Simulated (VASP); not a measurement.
Write the native input for VASP 6.6.1 that does the following.

- Task: single point
- Functional: PBE
- Potentials or basis: VASP PAW PBE potentials, release 64 (Na_pv, Re, Ir)
- Cutoff: 520 eV
- k mesh: 4 × 4 × 4
- Occupations: gaussian, width 0.1 eV
- Spin: no spin polarisation
- Dipole correction: no
- Further INCAR settings: ALGO = Normal; EDIFF = 1e-06; NBANDS = 31

The structure of NaRe4Ir lies in POSCAR:

```
NaRe4Ir
1.0
    0.0000000000      3.5097422899      3.5097422899
    3.5097422899      0.0000000000      3.5097422899
    3.5097422899      3.5097422899      0.0000000000
Na Re Ir
1 4 1
Direct
    0.0000000000      0.0000000000      0.0000000000
    0.3750000000      0.8750000000      0.3750000000
    0.3750000000      0.3750000000      0.8750000000
    0.3750000000      0.3750000000      0.3750000000
    0.8750000000      0.3750000000      0.3750000000
    0.7500000000      0.7500000000      0.7500000000
```

One way to write it, as run:

INCAR

```
SYSTEM = NaRe4Ir
PREC = Accurate ; ENCUT = 520
EDIFF = 1E-6 ; ISMEAR = 0
SIGMA = 0.1 ; LREAL = .False.
LASPH = .True. ; NELM = 60
ALGO = Normal ; ISIF = 2
LWAVE = .False. ; LCHARG = .False.
GGA = PE ; NBANDS = 31
```

KPOINTS

```
Automatic mesh
0
Gamma
  4 4 4
  0 0 0
```

Potentials or basis: VASP PAW PBE potentials, release 64 (Na_pv, Re, Ir).

Run with:

```console
$ cat potpaw_PBE.64/Na_pv/POTCAR potpaw_PBE.64/Re/POTCAR potpaw_PBE.64/Ir/POTCAR > POTCAR
$ mpirun -np 1 vasp_std > vasp.out
```

Results of the run:

- Pressure: 40.2 GPa
- Band gap on the k mesh: zero (band 22 reaches 9.42 eV, above the bottom of band 23 at 7.63 eV)

Caveat: the k points lie up to 0.39 Å⁻¹ apart; spin-orbit coupling is left out, which moves the levels of the heavy elements.

Wall time 55 s on 1 thread of Intel(R) Xeon(R) Platinum 8488C (Sapphire Rapids), on a shared host, peak memory 0.24 GiB.
